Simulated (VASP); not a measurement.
CoSi2:

```
Co Si
1.0
     0.00000    2.62045    2.62045
     2.62045    0.00000    2.62045
     2.62045    2.62045    0.00000
Co Si
1 2
Cartesian
  0.0000 0.0000 0.0000
  1.3102 1.3102 1.3102
  3.9307 3.9307 3.9307
```

Base run:

| Quantity | Value |
| --- | --- |
| Program | VASP 6.6.1 |
| Functional | PBEsol |
| Potentials or basis | VASP PAW PBE potentials, release 64 (Co, Si) |
| Cutoff | 520 eV |
| k mesh | 14 × 14 × 14 |
| Occupations | gaussian, width 0.15 eV |
| Spin | collinear spin, ferromagnetic start |
| Starting moments | [0.825, 0.0, 0.0] μB |
| Fixed moment | 0.825 μB |

Its results: pressure 11.2 GPa; site moments Co +0.49; Si +0.07 μB.

Task: The run is repeated on the same cell with these changes: fixed moment from 0.825 μB to 1.375 μB; moments at the start from [0.82, 0.0, 0.0] to [1.38, 0.0, 0.0]. What comes out?

Result: Pressure 17.4 GPa; site moments Co +0.86; Si +0.11 μB.

Caveats: the PAW data sets were made with another functional, which shifts forces and pressure a little; the total moment is fixed, so each spin has its own Fermi level.
